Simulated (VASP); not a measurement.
Write the native input for VASP 6.6.1 that does the following.

```yaml
Task: single point
Functional: r2SCAN
Potentials_or_basis: VASP PAW PBE potentials, release 64 (Mo_sv, Se)
Cutoff: 520 eV
k_mesh: 4 × 4 × 4
Occupations: methfessel-paxton, width 0.0799 eV
Spin: no spin polarisation
Dipole_correction: no
Further_INCAR_settings: ALGO = Normal; EDIFF = 1e-07; NBANDS = 49
```

The system is MoSe4.

```
Mo Se
1.0
     6.05503    0.00000    0.00000
     0.00000    6.05503    0.00000
     0.00000    0.00000    6.37088
Mo Se
2 8
Cartesian
  0.0000 0.0000 1.5927
  0.0000 0.0000 4.7782
  1.4284 0.5577 0.0000
  5.4974 1.4284 0.0000
  4.6266 5.4974 0.0000
  0.5577 4.6266 0.0000
  1.4284 5.4974 3.1854
  5.4974 4.6266 3.1854
  4.6266 0.5577 3.1854
  0.5577 1.4284 3.1854
```

One way to write it, as run:

POSCAR

```
MoSe4
1.0
    6.0550290000      0.0000000000      0.0000000000
    0.0000000000      6.0550290000      0.0000000000
    0.0000000000      0.0000000000      6.3708790000
Mo Se
2 8
Direct
    0.0000000000      0.0000000000      0.2500000000
    0.0000000000      0.0000000000      0.7500000000
    0.2359000000      0.0921000000      0.0000000000
    0.9079000000      0.2359000000      0.0000000000
    0.7641000000      0.9079000000      0.0000000000
    0.0921000000      0.7641000000      0.0000000000
    0.2359000000      0.9079000000      0.5000000000
    0.9079000000      0.7641000000      0.5000000000
    0.7641000000      0.0921000000      0.5000000000
    0.0921000000      0.2359000000      0.5000000000
```

INCAR.step1

```
SYSTEM = MoSe4
ALGO = Normal
EDIFF = 1E-4
ENCUT = 520
GGA = PE
ISMEAR = 1
LASPH = .TRUE.
LCHARG = .FALSE.
LREAL = .FALSE.
LWAVE = .TRUE.
NBANDS = 49
NELM = 60
PREC = Accurate
SIGMA = 0.0799
```

INCAR.step2

```
SYSTEM = MoSe4
ALGO = Normal
EDIFF = 1E-7
ENCUT = 520
ISIF = 2
ISMEAR = 1
ISTART = 1
LASPH = .TRUE.
LCHARG = .TRUE.
LELF = .TRUE.
LMIXTAU = .TRUE.
LREAL = .FALSE.
LVHAR = .TRUE.
LWAVE = .FALSE.
METAGGA = R2SCAN
NBANDS = 49
NELM = 60
PREC = Accurate
SIGMA = 0.0799
```

KPOINTS

```
k-points
0
G
  4 4 4
  0 0 0
```

Potentials or basis: VASP PAW PBE potentials, release 64 (Mo_sv, Se).

The run is started by

```console
$ cat potpaw_PBE.64/Mo_sv/POTCAR potpaw_PBE.64/Se/POTCAR > POTCAR
$ cp INCAR.step1 INCAR
$ mpirun -np 1 vasp_std > vasp.out
$ cp INCAR.step2 INCAR
$ mpirun -np 1 vasp_std > vasp.out
```

Results of the run:

The pressure is 72.8 GPa, the largest force is 16.774 eV/Å and the band gap on the k mesh is zero (bands 38 and 39 overlap by 0.68 eV).

Caveat: the cell stands under pressure; the PAW data sets were made with another functional, which shifts forces and pressure a little.

Wall time 6.7 min on 1 thread of Intel(R) Xeon(R) Platinum 8559C (Emerald Rapids) (shared host), peak memory 0.45 GiB.
